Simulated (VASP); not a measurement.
# Te in VASP: further runs

Runs on Te. Level: PBE. Tasks: relaxation of cell and atoms.

Everything below comes from runs of VASP 6.6.1. Logs are shortened: lines on timing, memory, paths and dates and some standing lists are left out, and cuts for length are marked.

**1. The cell of the first run**

It takes space group P4/mmm (No. 123, tetragonal). The conventional cell has a = 3.151 Å, b = 3.151 Å, c = 3.292 Å, α = 90.00°, β = 90.00°, γ = 90.00°. Te (site symmetry 4/mmm) has 6 Te at 3.15 to 3.29 Å within 4.1 Å.

**2. Relaxation of cell and atoms, PBE**

Input file INCAR:

```
ALGO = Normal ; EDIFF = 1E-7
EDIFFG = -0.01 ; ENCUT = 600
GGA = PE ; IBRION = 2
ISIF = 3 ; ISMEAR = 0
LASPH = True ; LCHARG = False
LREAL = False ; LWAVE = False
NELM = 80 ; NSW = 100
PREC = Accurate ; SIGMA = 0.1
```

Input file KPOINTS:

```
k-points
0
Gamma
  18 18 16
```

Input file POSCAR:

```
Te
1.0
    3.1513299070      0.0000000000      0.0000000000
    0.0000000000      3.1513299070      0.0000000000
    0.0000000000      0.0000000000      3.2922831181
Te
1
Direct
    0.0000000000      0.0000000000      0.0000000000
```

Potentials or basis: VASP PAW PBE potentials, release 64 (Te).

The run is started by

```
cat potpaw_PBE.64/Te/POTCAR > POTCAR
mpirun -np 1 vasp_std > vasp.out
```

OUTCAR:

```text
EDIFF = 1E-7
   EDIFFG = -0.01
   ENCUT = 600
   GGA = PE
   IBRION = 2
   ISIF = 3
   ISMEAR = 0
   LASPH = True
   LREAL = False
   NELM = 80
   NSW = 100
   PREC = Accurate

 ion  position               nearest neighbor table
   1  0.000  0.000  0.000-

  LATTYP: Found a simple tetragonal cell.
 ALAT       =     3.1513299070
 C/A-ratio  =     1.0447281672

  Lattice vectors:

 A1 = (   3.1513299070,   0.0000000000,   0.0000000000)
 A2 = (   0.0000000000,   3.1513299070,   0.0000000000)
 A3 = (   0.0000000000,   0.0000000000,   3.2922831181)

Analysis of symmetry for initial positions (statically):
=====================================================================
 Subroutine PRICEL returns:
 Original cell was already a primitive cell.

 Routine SETGRP: Setting up the symmetry group for a
 simple tetragonal supercell.

 Subroutine GETGRP returns: Found 16 space group operations
 (whereof 16 operations were pure point group operations)
 out of a pool of 16 trial point group operations.

The static configuration has the point symmetry D_4h.

Analysis of symmetry for dynamics (positions and initial velocities):
=====================================================================
 Subroutine PRICEL returns:
 Original cell was already a primitive cell.

 Routine SETGRP: Setting up the symmetry group for a
 simple tetragonal supercell.

 Subroutine GETGRP returns: Found 16 space group operations
 (whereof 16 operations were pure point group operations)
 out of a pool of 16 trial point group operations.

The dynamic configuration has the point symmetry D_4h.

 Subroutine INISYM returns: Found 16 space group operations
 (whereof 16 operations are pure point group operations),
 and found     1 'primitive' translations

----------------------------------------------------------------------------------------

                                     Primitive cell

  volume of cell :      32.6953

  direct lattice vectors                    reciprocal lattice vectors
     3.151329907  0.000000000  0.000000000     0.317326345  0.000000000  0.000000000
     0.000000000  3.151329907  0.000000000     0.000000000  0.317326345  0.000000000
     0.000000000  0.000000000  3.292283118     0.000000000  0.000000000  0.303740585

  length of vectors
     3.151329907  3.151329907  3.292283118     0.317326345  0.317326345  0.303740585

  position of ions in fractional coordinates (direct lattice)
     0.000000000  0.000000000  0.000000000

  ion indices of the primitive-cell ions
   primitive index   ion index
[... 83 lines left out ...]
   PSTRESS=    0.0 pullay stress
   NELECT =       6.0000    total number of electrons
   NUPDOWN=      -1.0000    fix difference up-down
   EMIN   =  10.00;   EMAX   =-10.00  energy-range for DOS
   EFERMI =   0.00;   METHOD = LEGACY
   ISMEAR =     0;   SIGMA  =   0.10  broadening in eV -4-tet -1-fermi 0-gaus
   EFERMI_NEDOS =   21; number of points for ismear=-14 and -15
   IALGO  =     38    algorithm
   IMIX   =      4    mixing-type and parameters
     AMIX     =   0.40;   BMIX     =  1.00
     AMIX_MAG =   1.60;   BMIX_MAG =  1.00
  volume/ion in A,a.u.               =      32.70       220.64
  Fermi-wavevector in a.u.,A,eV,Ry     =   0.930316  1.758041 11.775666  0.865487
  Thomas-Fermi vector in A             =   2.056691
   LORBIT       =      0    0 simple, 1 ext, 2 COOP (PROOUT), +10 PAW based schemes
   GGA     = PE    functional components
   LHFCALC =     F    Hartree Fock is set to
   AEXX    =    0.0000 exact exchange contribution
   IVDW    =     0    specifies the selected vdW correction
   LEPSILON=     F    determine dielectric tensor
   LRPA    =     F    only Hartree local field effects (RPA)
 conjugate gradient relaxation of ions
 non-spin polarized calculation
 Gauss-broadening in eV      SIGMA  =   0.10
  energy-cutoff  :      600.00
  volume of cell :       32.70
 maximum number of plane-waves:      1116
 NGX is ok and might be reduce to    28
   NGX = 13   NGY = 13   NGZ = 13

--------------------------------------- Ionic step        1  -------------------------------------------

 number of electron       5.9999999 magnetization

 Free energy of the ion-electron system (eV)
  ---------------------------------------------------
  ext. energy  EPLUGINS =         0.00000000
  ---------------------------------------------------
  free energy    TOTEN  =        -3.09485817 eV

  energy without entropy =       -3.09167600  energy(sigma->0) =       -3.09326709

------------------------ aborting loop because EDIFF is reached ----------------------------------------

  FORCE on cell =-STRESS in cart. coord.  units (eV):
  Direction    XX          YY          ZZ          XY          YZ          ZX
  --------------------------------------------------------------------------------------
  -------------------------------------------------------------------------------------
  Total        0.2067677      0.2067677     -0.2411489      0.0000000     -0.0000000      0.0000000
  in kB       10.1323080     10.1323080    -11.8171019      0.0000000     -0.0000000      0.0000000
  external PRESSURE =       2.8158380 kB  Pullay stress =       0.0000000 kB
[... 162 lines left out ...]
--------------------------------------- Ionic step        6  -------------------------------------------

 number of electron       6.0000000 magnetization

 Free energy of the ion-electron system (eV)
  ---------------------------------------------------
  ext. energy  EPLUGINS =         0.00000000
  ---------------------------------------------------
  free energy    TOTEN  =        -3.09972233 eV

  energy without entropy =       -3.09650215  energy(sigma->0) =       -3.09811224

 E-fermi :   6.4210     XC(G=0):  -9.2737

 val. band max:        6.4178214724   @ k =   0.1111   0.0556   0.1250
 cond. band min:       6.4225848734   @ k =   0.2222   0.1111   0.1250
 fundamental gap:      0.0047634010
 Fermi energy:         6.4210487957

 k-point     1 :       0.0000    0.0000    0.0000
  band No.  band energies     occupation
      1      -7.1778      2.00000
      2       7.4360      0.00000
      3       7.6766      0.00000
      4       7.6766      0.00000
      5      12.3795      0.00000
      6      12.5050      0.00000
      7      12.9314      0.00000
[... 221 lines left out ...]
 k-point    24 :       0.3333    0.1111    0.0000
  band No.  band energies     occupation
      1      -5.8767      2.00000
      2       2.0167      2.00000
      3       7.2585      0.00000
      4       8.5315      0.00000
      5      13.8265      0.00000
      6      14.9024      0.00000
      7      16.5140      0.00000

 [... further k-points ...]
[... 5 lines left out ...]
  --------------------------------------------------------------------------------------
  -------------------------------------------------------------------------------------
  Total       -0.0037698     -0.0037698      0.0024586      0.0000000      0.0000000      0.0000000
  in kB       -0.1843780     -0.1843780      0.1202475      0.0000000      0.0000000      0.0000000
  external PRESSURE =      -0.0828362 kB  Pullay stress =       0.0000000 kB
[... 16 lines left out ...]
  FREE ENERGIE OF THE ION-ELECTRON SYSTEM (eV)
  ---------------------------------------------------
  free  energy   TOTEN  =        -3.0997223280 eV

  energy  without entropy=       -3.0965021480  energy(sigma->0) =       -3.09811224

 reached required accuracy - stopping structural energy minimisation
```

OSZICAR:

```text
N       E                     dE             d eps       ncg     rms          rms(c)
DAV:   1     0.124155712388E+02    0.12416E+02   -0.24994E+03  6937   0.733E+02
DAV:   2    -0.276552900686E+01   -0.15181E+02   -0.14517E+02  9520   0.788E+01
DAV:   3    -0.308810745245E+01   -0.32258E+00   -0.31718E+00  8351   0.130E+01
[... 44 lines left out ...]
DAV:   2    -0.309978285001E+01    0.12386E-03   -0.19243E-04  7854   0.103E-01    0.388E-02
DAV:   3    -0.309972301738E+01    0.59833E-04   -0.12383E-04  7770   0.590E-02    0.334E-02
DAV:   4    -0.309972187003E+01    0.11474E-05   -0.48177E-06  9639   0.144E-02    0.384E-02
DAV:   5    -0.309972232453E+01   -0.45450E-06   -0.24899E-07  7686   0.376E-03    0.127E-03
DAV:   6    -0.309972232801E+01   -0.34783E-08   -0.11282E-08  4298   0.857E-04
   6 F= -.30997223E+01 E0= -.30981122E+01  d E =-.460185E-03
```

Wall time 8.1 min (1 thread of AMD EPYC 7R43 (Zen 3), shared host); peak memory 0.25 GiB.

Results:

```yaml
Free_energy: -3.0997 eV
Relaxed_volume: 32.76 Å³/atom
Relaxed_cell: a = 3.188 Å, b = 3.188 Å, c = 3.223 Å, α = 90.00°, β = 90.00°, γ = 90.00°
Space_group_after_relaxing_to_0.1_Å: Pm-3m (No. 221)
Energy_gained_by_relaxing: 4.9 meV/atom
Ionic_steps: 6
Pressure_after_relaxing: 0.0 GPa
Band_gap_on_the_k_mesh: zero (bands 3 and 4 overlap by 5.42 eV)
```

Step by step:
| step | energy change (eV) | largest force (eV/Å) | pressure (GPa) | volume (Å³) |
| --- | --- | --- | --- | --- |
| 1 | 0.0000 | 0.0000 | 0.28 | 32.70 |
| 2 | -0.0042 | 0.0000 | -0.28 | 32.96 |
| 3 | -0.0044 | 0.0000 | -0.45 | 33.06 |
| 4 | -0.0044 | 0.0000 | -0.42 | 33.04 |
| 5 | -0.0048 | 0.0000 | 0.16 | 32.65 |
| 6 | -0.0049 | 0.0000 | -0.01 | 32.76 |

Final structure:
```cif
data_structure
_symmetry_space_group_name_H-M 'P 1'
_symmetry_Int_Tables_number 1
_cell_length_a 3.1882
_cell_length_b 3.1882
_cell_length_c 3.2228
_cell_angle_alpha 90.000
_cell_angle_beta 90.000
_cell_angle_gamma 90.000
_cell_volume 32.76
loop_
_atom_site_label
_atom_site_type_symbol
_atom_site_fract_x
_atom_site_fract_y
_atom_site_fract_z
_atom_site_occupancy
Te1 Te 0.00000 0.00000 0.00000 1
```

Caveat: spin-orbit coupling is left out, which moves the levels of the heavy elements.

**3. Relaxation of cell and atoms, PBE**

This run uses another cell than the first one, of 32.77 Å³/atom.

Input file INCAR:

```
PREC = Accurate ; ENCUT = 600
EDIFF = 1E-7 ; ISMEAR = 0
SIGMA = 0.1 ; LREAL = F
LASPH = T ; NELM = 60
ALGO = Normal ; ISIF = 3
LWAVE = F ; LCHARG = F
GGA = PE ; IBRION = 2
NSW = 100 ; EDIFFG = -0.01
```

Input file KPOINTS:

```
Automatic mesh
0
Gamma
  18 18 18
```

Input file POSCAR:

```
Te
1.0
    2.2485626418      1.2982082465      1.8708619424
   -2.2485626418      1.2982082465      1.8708619424
    0.0000000000     -2.5964164931      1.8708619424
Te
1
Direct
    0.5000000000      0.5000000000      0.5000000000
```

Potentials or basis: VASP PAW PBE potentials, release 64 (Te).

The run is started by

```
cat potpaw_PBE.64/Te/POTCAR > POTCAR
mpirun -np 1 vasp_std > vasp.out
```

It took 5.8 min on 1 thread of AMD EPYC 7R43 (Zen 3), shared host; peak memory 0.27 GiB.

It converged, with:

| Property | Result |
| --- | --- |
| Free energy | -3.0975 eV |
| Relaxed volume | 32.74 Å³/atom |
| Relaxed cell | a = 3.199 Å, b = 3.199 Å, c = 3.199 Å, α = 89.50°, β = 89.50°, γ = 89.50° |
| Space group after relaxing (to 0.1 Å) | Pm-3m (No. 221) |
| Energy gained by relaxing | 0.1 meV/atom |
| Ionic steps | 5 |
| Pressure after relaxing | 0.0 GPa |
| Band gap on the k mesh | zero (bands 3 and 4 overlap by 5.44 eV) |

Final structure:
```
Te
1.0
     2.25238    1.30041    1.86302
    -2.25238    1.30041    1.86302
     0.00000   -2.60083    1.86302
Te
1
Cartesian
  0.0000 0.0000 2.7945
```

Levels at points of the mesh, in eV from the Fermi level:
| k point | band 1 | band 2 | band 3 | band 4 | band 5 | band 6 | band 7 |
| --- | --- | --- | --- | --- | --- | --- | --- |
| (0.00, 0.00, 0.00) | -13.62 | 1.14 | 1.14 | 1.19 | 6.02 | 6.02 | 6.46 |
| (0.50, 0.00, 0.00) | -11.91 | -5.97 | 2.49 | 2.53 | 7.79 | 9.36 | 9.70 |
| (0.50, 0.50, 0.00) | -10.16 | -4.45 | -4.37 | 2.16 | 3.81 | 10.77 | 12.32 |
| (0.50, 0.50, 0.50) | -8.33 | -3.07 | -2.95 | -2.95 | 4.34 | 4.49 | 4.49 |

Caveat: spin-orbit coupling is left out, which moves the levels of the heavy elements.
